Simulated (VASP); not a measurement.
## Li2Se: single point with PBE-based screened hybrid with 35 % exact exchange

Crystal: Li2Se.

```
Li Se
1.0
     0.00000    2.99346    2.99346
     2.99346    0.00000    2.99346
     2.99346    2.99346    0.00000
Li Se
2 1
Cartesian
  1.4967 1.4967 1.4967
  4.4902 4.4902 4.4902
  0.0000 0.0000 0.0000
```

```
Program             : VASP 6.6.1
Task                : single point
Functional          : PBE-based screened hybrid with 35 % exact exchange
Potentials or basis : VASP PAW PBE potentials, release 64 (Li_sv, Se)
Cutoff              : 650 eV
k mesh              : 4 × 4 × 4
Occupations         : gaussian, width 0.01 eV
Spin                : no spin polarisation
```

| Property | Result |
| --- | --- |
| Pressure | -0.7 GPa |
| Band gap on the k mesh | 3.92 eV (least direct gap 4.52 eV) |

Levels at points of the mesh, in eV from the valence-band top:
| k point | band 2 | band 3 | band 4 | band 5 | band 6 | band 7 | band 8 | band 9 | band 10 | band 11 |
| --- | --- | --- | --- | --- | --- | --- | --- | --- | --- | --- |
| (0.00, 0.00, 0.00) | -48.85 | -12.80 | 0.00 | 0.00 | 0.00 | 4.52 | 6.79 | 6.79 | 6.79 | 11.92 |
| (0.50, 0.00, 0.00) | -48.87 | -12.35 | -3.20 | -0.57 | -0.57 | 6.32 | 7.11 | 7.11 | 9.20 | 13.07 |
| (0.50, 0.50, 0.00) | -48.86 | -12.21 | -2.55 | -1.56 | -1.56 | 3.92 | 7.32 | 11.86 | 11.86 | 13.09 |

Wall time 2.5 min on 1 thread of AMD EPYC 9R45 96-Core Processor (Zen 5), with other jobs on the host, peak memory 0.29 GiB.

Caveat: the k points lie up to 0.45 Å⁻¹ apart; the PAW data sets were made with another functional, which shifts forces and pressure a little. A k mesh can miss the band edges.
